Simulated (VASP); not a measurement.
Write the native input for VASP 6.6.1 that does the following.

```
Task                   : single point
Functional             : r2SCAN
Potentials or basis    : VASP PAW PBE potentials, release 64 (C)
Cutoff                 : 520 eV
k mesh                 : 12 × 12 × 12
Occupations            : gaussian, width 0.05 eV
Spin                   : no spin polarisation
Dipole correction      : no
Further INCAR settings : ALGO = Normal; EDIFF = 1e-06; NBANDS = 11
```

Crystal: C.

```xyz
2
Lattice="0.0000 1.8391 1.8391 1.7834 0.0557 1.7834 1.7834 1.7834 0.0557" Properties=species:S:1:pos:R:3 pbc="T T T"
C     1.7834    1.8391    1.8391
C     2.6751    2.7587    2.7587
```

This cell differs from its parent crystal: strain +0.0625 x Voigt [0, 0, 0, 1, 0, 0].

These files were run (other wordings do the same):

POSCAR

```
C
1.0
    0.0000000000      1.8391312500      1.8391312500
    1.7834000000      0.0557312500      1.7834000000
    1.7834000000      1.7834000000      0.0557312500
C
2
Direct
    0.5000000000      0.5000000000      0.5000000000
    0.7500000000      0.7500000000      0.7500000000
```

INCAR.step1

```
ALGO     = Normal         # electronic algorithm
EDIFF    = 1E-4           # SCF threshold, eV
ENCUT    = 520            # plane-wave cutoff, eV
GGA      = PE             # functional
ISMEAR   = 0              # smearing method
LASPH    = T              # aspherical terms in the spheres
LCHARG   = F              # write CHGCAR
LREAL    = F              # projectors in reciprocal space
LWAVE    = T              # write WAVECAR
NBANDS   = 11             # bands
NELM     = 80             # most SCF steps
PREC     = Accurate       # precision mode
SIGMA    = 0.05           # smearing width, eV
```

INCAR.step2

```
ALGO     = Normal         # electronic algorithm
EDIFF    = 1E-6           # SCF threshold, eV
ENCUT    = 520            # plane-wave cutoff, eV
ISIF     = 2              # what is computed and relaxed
ISMEAR   = 0              # smearing method
ISTART   = 1            
LASPH    = T              # aspherical terms in the spheres
LCHARG   = F              # write CHGCAR
LMIXTAU  = T            
LREAL    = F              # projectors in reciprocal space
LWAVE    = F              # write WAVECAR
METAGGA  = R2SCAN         # meta-GGA
NBANDS   = 11             # bands
NELM     = 80             # most SCF steps
PREC     = Accurate       # precision mode
SIGMA    = 0.05           # smearing width, eV
```

KPOINTS

```
k-points
0
Gamma
  12 12 12
```

Potentials or basis: VASP PAW PBE potentials, release 64 (C).

Launch:

```bash
$ cat potpaw_PBE.64/C/POTCAR > POTCAR
$ cp INCAR.step1 INCAR
$ mpirun -np 1 vasp_std > vasp.out
$ cp INCAR.step2 INCAR
$ mpirun -np 1 vasp_std > vasp.out
```

Results of the run:

* Pressure: 0.8 GPa
* Largest force: 0.146 eV/Å
* Band gap on the k mesh: 3.76 eV (least direct gap 4.86 eV)

Caveat: the cell differs from its parent crystal (strain +0.0625 x Voigt [0, 0, 0, 1, 0, 0]); the PAW data sets were made with another functional, which shifts forces and pressure a little.

Wall time 2.7 min on 1 thread of Intel Xeon 8259CL, on a shared host, peak memory 0.14 GiB.
